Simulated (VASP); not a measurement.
Si, 1 atom in the cell. The structure is hexagonal, space group P6/mmm (No. 191). The conventional cell has a = 2.608 Å, b = 2.608 Å, c = 2.471 Å, α = 90.00°, β = 90.00°, γ = 120.00°. Within 3.3 Å of Si (site symmetry 6/mmm) lie 8 Si at 2.47 to 2.61 Å. This isn't the form of Si at room conditions, which is diamond.

```yaml
Program: VASP 6.6.1
Task: single point
Functional: LDA
Potentials_or_basis: VASP PAW LDA potentials, release 64 (Si)
Cutoff: 520 eV
k_mesh: 18 × 18 × 16
Occupations: gaussian, width 0.1 eV
Spin: no spin polarisation
Dipole_correction: no
Further_INCAR_settings: ALGO = Normal; EDIFF = 1e-06; NBANDS = 8
```

Potentials or basis: VASP PAW LDA potentials, release 64 (Si).

Launch:

```sh
$ cat potpaw_LDA.64/Si/POTCAR > POTCAR
$ mpirun -np 1 vasp_std > vasp.out
```

Hardware: 1 thread of Intel(R) Xeon(R) 6975P-C (Granite Rapids), on a shared host.

Question: How long does it take, and how much memory?

Answer: It took 8.8 s on 1 thread of Intel(R) Xeon(R) 6975P-C (Granite Rapids), with other jobs on the host, peak memory 0.13 GiB. Counts: scf iterations 9, k points 333.
